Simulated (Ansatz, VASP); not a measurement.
## P in VASP and in Ansatz

File INCAR:

```
SYSTEM = P
  PREC = Accurate
  ENCUT = 520
  EDIFF = 1E-6
  ISMEAR = -1
  SIGMA = 0.1
  LREAL = .False.
  LASPH = .True.
  NELM = 100
  ALGO = Normal
  ISIF = 2
  LWAVE = .False.
  LCHARG = .False.
  GGA = PE
  NBANDS = 14
```

KPOINTS

```
Automatic mesh
0
Gamma
  9 9 14
  0 0 0
```

The input POSCAR:

```
P
1.0
    4.3337636394      0.0000000000      0.0000000000
   -2.1668818197      3.7531494057      0.0000000000
    0.0000000000      0.0000000000      2.4429566265
P
3
Direct
    0.0000000000      0.0000000000      0.0000000000
    0.3333333333      0.6666666667      0.5000000000
    0.6666666667      0.3333333333      0.5000000000
```

Input for Ansatz:

```yaml
crystal:
  lattice:
    - [4.3337636394, 0.0, 0.0]
    - [-2.1668818197, 3.7531494057, 0.0]
    - [0.0, 0.0, 2.4429566265]
  atoms:
    - { symbol: P, position: [0.0, 0.0, 0.0] }
    - { symbol: P, position: [0.3333333333, 0.6666666667, 0.5] }
    - { symbol: P, position: [0.6666666667, 0.3333333333, 0.5] }
hamiltonian:
  xc: pbe
  pseudopotentials:
    kind: paw
    azcp:
      P: "pseudopotentials/P.paw.azcp"
basis:
  ecutwfc: 420
  fft_grid_basis: typed
kpoints:
  mp_grid: { grid: [9, 9, 14], shift: [0, 0, 0] }
magnetization:
  spin_polarized: false
scf:
  occupations: { method: fermi_dirac, width: 0.1 }
  lower_state_search: "off"
output:
  stress: true
  write_density: true
  write_potential: true
  elf: true
  volumetric_format: npy
```

Alike in both runs: task single point; functional PBE; k mesh 9 × 9 × 14; occupations fermi-dirac, width 0.1 eV; no spin polarisation.

|  | VASP | Ansatz |
| --- | --- | --- |
| version | VASP 6.6.1 | Ansatz 0.2.0 |
| potentials or method | VASP PAW PBE potentials, release 64 (P), cutoff 520 eV | plane waves (420 eV) with PAW, scalar-relativistic |
| valence electrons in the cell | 15 | 15 |

```tsv
	VASP	Ansatz	Ansatz less VASP
pressure (GPa)	9.0	9.3	+0.29
traceless stress, the component that is largest in VASP (GPa)	0.71	0.77	+0.064
```
